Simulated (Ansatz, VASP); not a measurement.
# One calculation of Mg, two programs

```
CELL_PARAMETERS angstrom
3.18875 0.00000 0.00000
-1.59438 2.76154 0.00000
0.00000 0.00000 5.10809
ATOMIC_POSITIONS crystal
Mg 0.33333 0.66667 0.25000
Mg 0.66667 0.33333 0.75000
```

Alike in both runs: functional PBEsol; k mesh 15 × 15 × 8; occupations gaussian, width 0.1 eV; no spin polarisation.

Ansatz relaxed the structure, and its values are those at the end. VASP's run is a single point on that final structure, the one shown.

|  | VASP | Ansatz |
| --- | --- | --- |
| version | VASP 6.6.1 | Ansatz 0.2.0 |
| potentials or method | VASP PAW PBE potentials, release 64 (Mg), cutoff 520 eV | scalar-relativistic, plane waves, PAW |
| valence electrons in the cell | 4 | 20 |

```csv
,VASP,Ansatz,Ansatz less VASP
gap on the k mesh at the Fermi level (eV),none,none,-
pressure (GPa),0.0,0.0,+0.03
```

VASP's potentials were made for PBE, not for PBEsol, and Ansatz warns of the same on its side. A gap of «none» marks a metal or a gap that the smearing closes. VASP's potentials hold 4 valence electrons a cell and Ansatz's 20, so a difference there can come from the potentials and not from the codes.
